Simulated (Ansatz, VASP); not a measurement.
**Two plane-wave programs on AlGa3N4**

INCAR

```
SYSTEM = AlGa3N4
ALGO = Normal ; EDIFF = 1E-6
ENCUT = 520 ; ISIF = 2
ISMEAR = 0 ; LASPH = .True.
LCHARG = .False. ; LREAL = .False.
LWAVE = .False. ; NBANDS = 41
NELM = 80 ; PREC = Accurate
SIGMA = 0.05
```

KPOINTS

```
k-points
0
Gamma
  6 6 6
  0 0 0
```

POSCAR

```
AlGa3N4
1.0
    4.4860217270      0.0684720205      0.0684720205
    0.0684720205      4.4860217270      0.0684720205
    0.0684720205      0.0684720205      4.4860217270
Al Ga N
1 3 4
Direct
    0.0000000000      0.0000000000      0.0000000000
    0.5000000000      0.5000000000      0.0000000000
    0.5000000000      0.0000000000      0.5000000000
    0.0000000000      0.5000000000      0.5000000000
    0.7548078379      0.7548078379      0.2451921621
    0.7548078379      0.2451921621      0.7548078379
    0.2451921621      0.7548078379      0.7548078379
    0.2451921621      0.2451921621      0.2451921621
```

Input for Ansatz:

```yaml
crystal:
  lattice:
    - [4.486021727, 0.0684720205, 0.0684720205]
    - [0.0684720205, 4.486021727, 0.0684720205]
    - [0.0684720205, 0.0684720205, 4.486021727]
  atoms:
    - { symbol: Al, position: [0.0, 0.0, 0.0] }
    - { symbol: Ga, position: [0.5, 0.5, 0.0] }
    - { symbol: Ga, position: [0.5, 0.0, 0.5] }
    - { symbol: Ga, position: [0.0, 0.5, 0.5] }
    - { symbol: "N", position: [0.7548078379, 0.7548078379, 0.2451921621] }
    - { symbol: "N", position: [0.7548078379, 0.2451921621, 0.7548078379] }
    - { symbol: "N", position: [0.2451921621, 0.7548078379, 0.7548078379] }
    - { symbol: "N", position: [0.2451921621, 0.2451921621, 0.2451921621] }
basis:
  ecutwfc: 520.0
kpoints:
  mp_grid: { grid: [6, 6, 6] }
hamiltonian:
  xc: lda
  pseudopotentials: { kind: paw, azcp: { folder: soft_1 } }
scf:
  occupations: { method: gaussian, width: 0.05 }
output:
  forces: true
  stress: true
  eigenvalues: true
```

Alike in both runs: task single point; functional LDA; k mesh 6 × 6 × 6; occupations gaussian, width 0.05 eV; no spin polarisation.

|  | VASP | Ansatz |
| --- | --- | --- |
| version | VASP 6.6.1 | Ansatz 0.2.0 |
| potentials or method | VASP PAW LDA potentials, release 64 (Al, Ga_d, N), cutoff 520 eV | scalar-relativistic, plane waves, PAW |
| valence electrons in the cell | 62 | 62 |

Ansatz gave:

```
gap on the k mesh at the Fermi level (eV)                     : 2.16
least direct gap on the mesh (eV)                             : 2.16
pressure (GPa)                                                : -6.8
traceless stress, the component that is largest in VASP (GPa) : -5.47
rms of the force components (eV/Å)                            : 0.165
```

Task: Estimate VASP's values.

Result: gap on the k mesh at the Fermi level (eV): 2.17; least direct gap on the mesh (eV): 2.17; pressure (GPa): -6.0; traceless stress, the component that is largest in VASP (GPa): -5.56; rms of the force components (eV/Å): 0.176.

Ansatz warns that its potentials were made for another functional, while VASP's fit it. LDA's correlation is that of Perdew and Zunger in VASP and of Perdew and Wang (1992) in Ansatz. Atom by atom the forces differ by 0.016 eV/Å (rms over components).
